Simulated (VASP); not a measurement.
# Pd (Fm-3m) in VASP: notebook

Runs on Pd. Level: LDA. Tasks: single point.

Everything below comes from runs of VASP 6.6.1. Logs are shortened: lines on timing, memory, paths and dates and some standing lists are left out, and cuts for length are marked.

### Step 1. The cell of the first run

Symmetry: Fm-3m, No. 225, cubic system. The conventional cell has a = 3.842 Å, b = 3.842 Å, c = 3.842 Å, α = 90.00°, β = 90.00°, γ = 90.00°. Within 3.6 Å of Pd (site symmetry m-3m) lie 12 Pd at 2.72 Å.

### Step 2. Single point, LDA

INCAR

```
ALGO = Normal
EDIFF = 1E-6
ENCUT = 520
GGA = CA
ISIF = 2
ISMEAR = 1
LASPH = True
LCHARG = False
LREAL = False
LWAVE = False
NBANDS = 11
NELM = 60
PREC = Accurate
SIGMA = 0.6
```

KPOINTS

```
k-points
0
Gamma
  14 14 14
```

POSCAR

```
Pd
1.0
    0.0000000000      1.9211411165      1.9211411165
    1.9211411165      0.0000000000      1.9211411165
    1.9211411165      1.9211411165      0.0000000000
Pd
1
Direct
    0.0000000000      0.0000000000      0.0000000000
```

Potentials or basis: VASP PAW LDA potentials, release 64 (Pd).

Run with:

```sh
$ cat potpaw_LDA.64/Pd/POTCAR > POTCAR
$ mpirun -np 1 vasp_std > vasp.out
```

OUTCAR:

```text
EDIFF = 1E-6
   ENCUT = 520
   GGA = CA
   ISIF = 2
   ISMEAR = 1
   LASPH = True
   LREAL = False
   NELM = 60
   PREC = Accurate

 ion  position               nearest neighbor table
   1  0.000  0.000  0.000-

  LATTYP: Found a face centered cubic cell.
 ALAT       =     3.8422822330

  Lattice vectors:

 A1 = (   0.0000000000,   1.9211411165,   1.9211411165)
 A2 = (   1.9211411165,   0.0000000000,   1.9211411165)
 A3 = (   1.9211411165,   1.9211411165,   0.0000000000)

Analysis of symmetry for initial positions (statically):
[... 33 lines left out ...]
                                     Primitive cell

  volume of cell :      14.1810

  direct lattice vectors                    reciprocal lattice vectors
     0.000000000  1.921141117  1.921141117    -0.260261985  0.260261985  0.260261985
     1.921141117  0.000000000  1.921141117     0.260261985 -0.260261985  0.260261985
     1.921141117  1.921141117  0.000000000     0.260261985  0.260261985 -0.260261985

  length of vectors
     2.716903822  2.716903822  2.716903822     0.450786981  0.450786981  0.450786981

  position of ions in fractional coordinates (direct lattice)
     0.000000000  0.000000000  0.000000000

  ion indices of the primitive-cell ions
   primitive index   ion index
                 1           1

----------------------------------------------------------------------------------------

 KPOINTS: k-points

Automatic generation of k-mesh.
 Grid dimensions read from file:
 generate k-points for:   14   14   14

 Generating k-lattice:

  Cartesian coordinates                     Fractional coordinates (reciprocal lattice)
    -0.018590142  0.018590142  0.018590142     0.071428571  0.000000000  0.000000000
     0.018590142 -0.018590142  0.018590142     0.000000000  0.071428571  0.000000000
     0.018590142  0.018590142 -0.018590142     0.000000000  0.000000000  0.071428571

  Length of vectors
     0.032199070  0.032199070  0.032199070

  Shift w.r.t. Gamma in fractional coordinates (k-lattice)
     0.000000000  0.000000000  0.000000000

 Subroutine IBZKPT returns following result:
 ===========================================

 Found    104 irreducible k-points:

 Following reciprocal coordinates:
            Coordinates               Weight
  0.000000  0.000000  0.000000      1.000000
  0.071429  0.000000  0.000000      8.000000
  0.142857  0.000000  0.000000      8.000000
  0.214286  0.000000  0.000000      8.000000
  0.285714  0.000000  0.000000      8.000000
  0.357143  0.000000  0.000000      8.000000
[... 16 lines left out ...]
  0.214286  0.142857  0.000000     24.000000
  0.285714  0.142857  0.000000     24.000000
 [... further k-points ...]
   k-points           NKPTS =    104   k-points in BZ     NKDIM =    104   number of bands    NBANDS=     11
   number of dos      NEDOS =    301   number of ions     NIONS =      1
   total plane-waves  NPLWV =   8000
   dimension x,y,z NGX =    20 NGY =   20 NGZ =   20
   dimension x,y,z NGXF=    40 NGYF=   40 NGZF=   40
   ions per type =               1
   NGX,Y,Z   is equivalent  to a cutoff of  12.24, 12.24, 12.24 a.u.
   NGXF,Y,Z  is equivalent  to a cutoff of  24.48, 24.48, 24.48 a.u.
 SYSTEM =  unknown system
   PREC   = accura    normal or accurate (medium, high low for compatibility)
   ISTART =      0    job   : 0-new  1-cont  2-samecut
   ICHARG =      2    charge: 1-file 2-atom 10-const
   ISPIN  =      1    spin polarized calculation?
   LNONCOLLINEAR =      F non collinear calculations
   LSORBIT =      F    spin-orbit coupling
   LASPH  =      T    aspherical Exc in radial PAW
   ENCUT  =  520.0 eV  38.22 Ry    6.18 a.u.   5.05  5.05  5.05*2*pi/ulx,y,z
   NELM   =     60;   NELMIN=  2; NELMDL= -5     # of ELM steps
   EDIFF  = 0.1E-05   stopping-criterion for ELM
   LREAL  =      F    real-space projection
   EDIFFG = 0.1E-04   stopping-criterion for IOM
   NSW    =      0    number of steps for IOM
   IBRION =     -1    ionic relax: 0-MD 1-quasi-New 2-CG
   NFREE  =      0    steps in history (QN), initial steepest desc. (CG)
   ISIF   =      2    stress and relaxation
   ISYM   =      2    0-nonsym 1-usesym 2-fastsym
   POTIM  = 0.5000    time-step for ionic-motion
   TEBEG  =    0.0;   TEEND  =   0.0 temperature during run
   PSTRESS=    0.0 pullay stress
   NELECT =      10.0000    total number of electrons
   NUPDOWN=      -1.0000    fix difference up-down
   EMIN   =  10.00;   EMAX   =-10.00  energy-range for DOS
   EFERMI =   0.00;   METHOD = LEGACY
   ISMEAR =     1;   SIGMA  =   0.60  broadening in eV -4-tet -1-fermi 0-gaus
   EFERMI_NEDOS =   21; number of points for ismear=-14 and -15
   IALGO  =     38    algorithm
   IMIX   =      4    mixing-type and parameters
     AMIX     =   0.40;   BMIX     =  1.00
     AMIX_MAG =   1.60;   BMIX_MAG =  1.00
  volume/ion in A,a.u.               =      14.18        95.70
  Fermi-wavevector in a.u.,A,eV,Ry     =   1.457154  2.753622 28.889235  2.123299
  Thomas-Fermi vector in A             =   2.573989
   LORBIT       =      0    0 simple, 1 ext, 2 COOP (PROOUT), +10 PAW based schemes
   GGA     = CA    functional components
   LHFCALC =     F    Hartree Fock is set to
   AEXX    =    0.0000 exact exchange contribution
   IVDW    =     0    specifies the selected vdW correction
   LEPSILON=     F    determine dielectric tensor
   LRPA    =     F    only Hartree local field effects (RPA)
 non-spin polarized calculation
 Methfessel and Paxton  Order N= 1 SIGMA  =   0.60
  energy-cutoff  :      520.00
  volume of cell :       14.18
 maximum number of plane-waves:       392
   NGX = 11   NGY = 11   NGZ = 11

 number of electron      10.0000005 magnetization

 Free energy of the ion-electron system (eV)
  ---------------------------------------------------
  ext. energy  EPLUGINS =         0.00000000
  ---------------------------------------------------
  free energy    TOTEN  =        -6.51586257 eV

  energy without entropy =       -6.46626753  energy(sigma->0) =       -6.49933089

 E-fermi :  10.3150     XC(G=0): -13.7598

 val. band max:       10.3047612792   @ k =   0.3571   0.2143   0.0000
 cond. band min:      10.3211746389   @ k =  -0.2143   0.1429   0.0000
 fundamental gap:      0.0164133598
 Fermi energy:        10.3149899584

 k-point     1 :       0.0000    0.0000    0.0000
  band No.  band energies     occupation
      1       2.7346      2.00000
      2       7.2222      2.00000
      3       7.2222      2.00000
      4       7.2222      2.00000
      5       8.9726      2.00690
      6       8.9726      2.00690
      7      27.4224      0.00000
      8      32.3656      0.00000
      9      32.3656      0.00000
     10      32.3656      0.00000
     11      35.8929      0.00000

 k-point     2 :       0.0714    0.0000    0.0000
  band No.  band energies     occupation
      1       2.9261      2.00000
      2       7.1520      2.00000
      3       7.2903      2.00000
      4       7.2903      2.00000
      5       8.9395      2.00556
      6       8.9395      2.00556
      7      27.6411      0.00000
      8      31.2217      0.00000
      9      32.6014      0.00000
     10      32.6014      0.00000
     11      35.9195      0.00000

 k-point     3 :       0.1429    0.0000    0.0000
  band No.  band energies     occupation
      1       3.4614      2.00000
      2       7.0031      2.00000
      3       7.4481      2.00000
      4       7.4481      2.00000
      5       8.8925      2.00404
      6       8.8925      2.00404
      7      27.9916      0.00000
      8      29.2050      0.00000
      9      33.2505      0.00000
     10      33.2505      0.00000
     11      35.9277      0.00000

 k-point     4 :       0.2143    0.0000    0.0000
  band No.  band energies     occupation
      1       4.1693      2.00000
      2       6.9948      2.00000
      3       7.5509      2.00000
      4       7.5509      2.00000
      5       8.9853      2.00748
      6       8.9853      2.00748
      7      26.3363      0.00000
      8      28.7190      0.00000
      9      34.0780      0.00000
     10      34.0780      0.00000
     11      35.9360      0.00000

 k-point     5 :       0.2857    0.0000    0.0000
  band No.  band energies     occupation
      1       4.6481      2.00000
      2       7.4887      2.00000
      3       7.4887      2.00000
      4       7.5602      2.00000
      5       9.3181      2.04050
      6       9.3181      2.04050
      7      23.7684      0.00000
      8      28.2896      0.00000
      9      34.1774      0.00000
     10      34.1774      0.00000
     11      35.9992      0.00000

 k-point     6 :       0.3571    0.0000    0.0000
  band No.  band energies     occupation
      1       4.7167      2.00000
      2       7.3439      2.00000
      3       7.3439      2.00000
      4       8.8431      2.00285
      5       9.7611      2.03040
      6       9.7611      2.03040
      7      21.1551     -0.00000
      8      27.5583      0.00000
      9      33.0000      0.00000
     10      33.0000      0.00000
     11      35.9063      0.00000

 k-point     7 :       0.4286    0.0000    0.0000
  band No.  band energies     occupation
      1       4.6448      2.00000
      2       7.2223      2.00000
      3       7.2223      2.00000
      4      10.1240      1.50961
      5      10.1240      1.50961
      6      10.3481      0.90674
      7      18.8930     -0.00000
      8      27.0025      0.00000
      9      31.9638      0.00000
     10      31.9638      0.00000
     11      35.9142      0.00000

 k-point     8 :       0.5000    0.0000    0.0000
  band No.  band energies     occupation
      1       4.6066      2.00000
      2       7.1767      2.00000
      3       7.1767      2.00000
      4      10.2635      1.14457
      5      10.2635      1.14456
      6      11.1371     -0.06561
      7      17.8541     -0.00000
      8      26.8049      0.00000
      9      31.5829      0.00000
     10      31.5829      0.00000
     11      35.9164      0.00000
[... 141 lines left out ...]
 k-point    19 :      -0.2143    0.0714    0.0000
  band No.  band energies     occupation
      1       4.5369      2.00000
      2       6.8978      2.00000
      3       7.5776      2.00000
      4       7.6531      2.00000
      5       8.7490      2.00140
      6       9.4958      2.06592
      7      25.6125      0.00000
      8      28.5792      0.00000
      9      32.5083      0.00000
     10      34.7062      0.00000
     11      35.8111      0.00000

 k-point    20 :      -0.1429    0.0714    0.0000
  band No.  band energies     occupation
      1       3.8502      2.00000
      2       6.8474      2.00000
      3       7.5728      2.00000
      4       7.5747      2.00000
      5       8.6488      2.00062
      6       9.1484      2.01906
      7      27.8779      0.00000
      8      28.7234      0.00000
      9      32.2548      0.00000
     10      34.4933      0.00000
     11      35.8098      0.00000

 k-point    21 :      -0.0714    0.0714    0.0000
  band No.  band energies     occupation
      1       3.2348      2.00000
      2       7.0192      2.00000
      3       7.3854      2.00000
      4       7.4309      2.00000
      5       8.7847      2.00184
      6       9.0136      2.00892
      7      27.9507      0.00000
      8      30.1916      0.00000
      9      32.1485      0.00000
     10      33.3688      0.00000
     11      35.9278      0.00000

 k-point    22 :       0.1429    0.1429    0.0000
  band No.  band energies     occupation
      1       3.7061      2.00000
      2       6.6858      2.00000
      3       7.6945      2.00000
      4       7.6945      2.00000
      5       8.4468      2.00010
      6       9.1946      2.02396
      7      28.5563      0.00000
      8      30.3180      0.00000
      9      31.5266      0.00000
     10      31.5266      0.00000
     11      35.9021      0.00000

 k-point    23 :       0.2143    0.1429    0.0000
  band No.  band energies     occupation
      1       4.2707      2.00000
      2       6.4606      2.00000
      3       7.8014      2.00000
      4       7.9130      2.00000
      5       8.4608      2.00011
      6       9.3244      2.04146
      7      28.3577      0.00000
      8      29.2397      0.00000
      9      30.9610      0.00000
     10      31.8366      0.00000
     11      35.8363      0.00000

 k-point    24 :       0.2857    0.1429    0.0000
  band No.  band energies     occupation
      1       4.8966      2.00000
      2       6.3999      2.00000
      3       7.5487      2.00000
      4       7.9999      2.00000
      5       9.1056      2.01520
      6       9.5824      2.07091
      7      25.9265      0.00000
      8      29.0817      0.00000
      9      30.4363      0.00000
     10      32.2611      0.00000
     11      35.8212      0.00000

 [... further k-points ...]
[... 5 lines left out ...]
  --------------------------------------------------------------------------------------
  -------------------------------------------------------------------------------------
  Total        0.0080660      0.0080660      0.0080660      0.0000000      0.0000000      0.0000000
  in kB        0.9112969      0.9112969      0.9112969      0.0000000      0.0000000      0.0000000
  external PRESSURE =       0.9112969 kB  Pullay stress =       0.0000000 kB

 VOLUME and BASIS-vectors are now :
 -----------------------------------------------------------------------------
  energy-cutoff  :      520.00
  volume of cell :       14.18
      direct lattice vectors                 reciprocal lattice vectors
     0.000000000  1.921141117  1.921141117    -0.260261985  0.260261985  0.260261985
     1.921141117  0.000000000  1.921141117     0.260261985 -0.260261985  0.260261985
     1.921141117  1.921141117  0.000000000     0.260261985  0.260261985 -0.260261985

 POSITION                                       TOTAL-FORCE (eV/Angst)
 -----------------------------------------------------------------------------------
      0.00000      0.00000      0.00000        -0.000000      0.000000      0.000000
 -----------------------------------------------------------------------------------
    total drift:                                0.000000      0.000000      0.000000

  FREE ENERGIE OF THE ION-ELECTRON SYSTEM (eV)
  ---------------------------------------------------
  free  energy   TOTEN  =        -6.5158625684 eV

  energy  without entropy=       -6.4662675275  energy(sigma->0) =       -6.49933089
```

It took 11 s on 1 thread of Intel Xeon Platinum 8259CL at 2.50GHz (Skylake/Cascade Lake), shared host; peak memory 0.13 GiB.

What came out:

- Free energy: -6.5159 eV
- Pressure: 0.1 GPa
- Band gap on the k mesh: zero (band 5 reaches 10.60 eV, above the bottom of band 6 at 8.89 eV)

### Step 3. Single point, LDA

INCAR

```
PREC = Accurate ; ENCUT = 520
EDIFF = 1E-6 ; ISMEAR = 1
SIGMA = 1.0 ; LREAL = F
LASPH = T ; NELM = 100
ALGO = Normal ; ISIF = 2
LWAVE = F ; LCHARG = F
NBANDS = 11
```

KPOINTS

```
regular mesh
0
Gamma
  14 14 14
```

POSCAR is that of step 2.

Potentials or basis: VASP PAW LDA potentials, release 64 (Pd).

Run with:

```sh
$ cat potpaw_LDA.64/Pd/POTCAR > POTCAR
$ mpirun -np 1 vasp_std > vasp.out
```

Run time: 11 s. Hardware: 1 thread of Intel Xeon Platinum 8259CL at 2.50GHz (Skylake/Cascade Lake), shared host; peak memory 0.13 GiB.

Results (log left out):

* Free energy: -6.5449 eV
* Pressure: -0.2 GPa
* Band gap on the k mesh: zero (band 5 reaches 10.60 eV, above the bottom of band 6 at 8.89 eV)

Levels at points of the mesh, in eV from the Fermi level:
```
           k point  band 2  band 3  band 4  band 5  band 6  band 7  band 8  band 9
(0.00, 0.00, 0.00)   -3.16   -3.16   -3.16   -1.41   -1.41   17.05   21.99   21.99
(0.50, 0.00, 0.00)   -3.20   -3.20   -0.12   -0.12    0.76    7.48   16.43   21.21
(0.50, 0.50, 0.00)   -5.58   -0.14    0.22    0.22    3.16   11.04   13.18   13.18
```

### Step 4. Single point, LDA

INCAR

```
PREC = Accurate ; ENCUT = 520
EDIFF = 1E-6 ; ISMEAR = -1
SIGMA = 0.1 ; LREAL = False
LASPH = True ; NELM = 80
ALGO = Normal ; ISIF = 2
LWAVE = False ; LCHARG = True
LELF = True ; LVHAR = True
NBANDS = 11
```

KPOINTS

```
regular mesh
0
Gamma
  15 15 15
```

POSCAR is that of step 3.

Run with:

```sh
$ cat potpaw_LDA.64/Pd/POTCAR > POTCAR
$ mpirun -np 1 vasp_std > vasp.out
```

Run time: 9 s. Hardware: 1 thread of Intel Xeon Platinum 8375C at 2.90GHz (Ice Lake), shared host; peak memory 0.13 GiB.

The run converged. Its results:

```yaml
Free_energy: -6.5325 eV
Pressure: 0.0 GPa
Band_gap_on_the_k_mesh: zero (band 5 reaches 10.57 eV, above the bottom of band 6 at 8.90 eV)
```

Levels at points of the mesh, in eV from the Fermi level:
| k point | band 1 | band 2 | band 3 | band 4 | band 5 | band 6 | band 7 | band 8 | band 9 | band 10 |
| --- | --- | --- | --- | --- | --- | --- | --- | --- | --- | --- |
| (0.00, 0.00, 0.00) | -7.57 | -3.08 | -3.08 | -3.08 | -1.33 | -1.33 | 17.12 | 22.06 | 22.06 | 22.06 |

### Step 5. Overview

```tsv
k mesh	smearing	gap on the mesh (eV)	pressure (GPa)
14 × 14 × 14	methfessel-paxton 0.6 eV	none	0.1
14 × 14 × 14	methfessel-paxton 1 eV	none	-0.2
15 × 15 × 15	fermi-dirac 0.1 eV	none	0.0
```

Alike in all rows: task single point; level LDA; potentials or basis VASP PAW LDA potentials, release 64 (Pd); no spin polarisation; cell as given; cutoff (eV) 520.

Every run on the cell as given and a fine mesh finds a metal.

Absolute energies hang on the potentials; compare differences alone.
